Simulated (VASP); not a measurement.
AlN:

```
CELL_PARAMETERS angstrom
0.00000 2.18399 2.18399
2.18399 0.00000 2.18399
2.18399 2.18399 0.00000
ATOMIC_POSITIONS crystal
Al 0.00000 0.00000 0.00000
N 0.25000 0.25000 0.25000
```

Program: VASP 6.6.1. Alike in all runs: task single point; potentials or basis VASP PAW PBE potentials, release 64 (Al, N); no spin polarisation; cell as given; cutoff (eV) 520. Hardware: 1 thread of Intel(R) Xeon(R) Platinum 8375C CPU @ 2.90GHz (Ice Lake) (shared host).

Task: Order these runs on this cell by their wall time, lowest first.
A. level B3LYP5; k mesh 6 × 6 × 6; smearing fermi-dirac 0.05 eV; grid for exact exchange (PRECFOCK) Normal
B. level B3LYP5; k mesh 5 × 5 × 5; smearing fermi-dirac 0.05 eV; grid for exact exchange (PRECFOCK) Normal
C. level HSE06; k mesh 8 × 8 × 8; smearing fermi-dirac 0.05 eV; grid for exact exchange (PRECFOCK) Normal; screening parameter 0.2079 1/Å
D. level r2SCAN+D3(BJ); k mesh 10 × 10 × 10; smearing fermi-dirac 0.05 eV
E. level PBE; k mesh 10 × 10 × 10; smearing gaussian 0.03 eV

Result: E (7.8 s), D (24 s), B (91 s), A (320 s), C (1300 s).

Caveats: some runs use coarse meshes.
